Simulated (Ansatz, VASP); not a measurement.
**AsSe2 in VASP and in Ansatz**

INCAR

```
  PREC = Accurate
  ENCUT = 600
  EDIFF = 1E-6
  ISMEAR = 0
  SIGMA = 0.1
  LREAL = F
  LASPH = T
  NELM = 80
  ALGO = Normal
  ISIF = 3
  LWAVE = F
  LCHARG = F
  GGA = PE
  IBRION = 2
  NSW = 90
  EDIFFG = -0.04
```

File KPOINTS:

```
Automatic mesh
0
Gamma
  4 4 4
```

File POSCAR:

```
AsSe2
1.0
    0.0000000000      3.5252894500      3.5252894500
    3.5252894500      0.0000000000      3.5252894500
    3.5252894500      3.5252894500      0.0000000000
As Se
1 2
Direct
    0.0000000000      0.0000000000      0.0000000000
    0.2500000000      0.2500000000      0.2500000000
    0.7500000000      0.7500000000      0.7500000000
```

Input for Ansatz:

```yaml
crystal:
  lattice:
    - [0.0, 3.52528945, 3.52528945]
    - [3.52528945, 0.0, 3.52528945]
    - [3.52528945, 3.52528945, 0.0]
  atoms:
    - { symbol: As, position: [0.0, 0.0, 0.0] }
    - { symbol: Se, position: [0.25, 0.25, 0.25] }
    - { symbol: Se, position: [0.75, 0.75, 0.75] }
basis:
  ecutwfc: 420
kpoints:
  mp_grid: { grid: [4, 4, 4] }
hamiltonian:
  xc: pbe
scf:
  occupations: { method: gaussian, width: 0.1 }
  lower_state_search: "off"
output:
  forces: true
  stress: true
  eigenvalues: true
relax:
  adjacent_minimum: "off"
  f_tol: 0.04
  max_steps: 70
  cell: { stress_tol: 0.4 }
```

Change from the starting cell: species swapped into the Al2Pt type (Fm-3m, No. 225).

Alike in both runs: task relaxation of cell and atoms; functional PBE; k mesh 4 × 4 × 4; occupations gaussian, width 0.1 eV; no spin polarisation.

|  | VASP | Ansatz |
| --- | --- | --- |
| version | VASP 6.6.1 | Ansatz 0.2.0 |
| potentials or method | VASP PAW PBE potentials, release 64 (As, Se), cutoff 600 eV | scalar-relativistic, plane waves, PAW |
| valence electrons in the cell | 17 | 47 |

|  | VASP | Ansatz | Ansatz less VASP |
| --- | --- | --- | --- |
| gap on the k mesh at the Fermi level, each at its own relaxed structure (eV) | none | none | - |
| relaxed volume (Å³/atom) | 23.80 | 23.85 | +0.045 |
| relaxed length of the cell vector where the two differ most in proportion (Å) | 4.657 | 4.660 | +0.0029 |

A gap of «none» marks a metal or a gap that the smearing closes. VASP's potentials hold 17 valence electrons a cell and Ansatz's 47, so a difference there can come from the potentials and not from the codes.

The k mesh is coarse, so the values compare programs but aren't converged. Noted on VASP's run: the volume moved by over 15 % at a fixed basis, so the end points are rough.
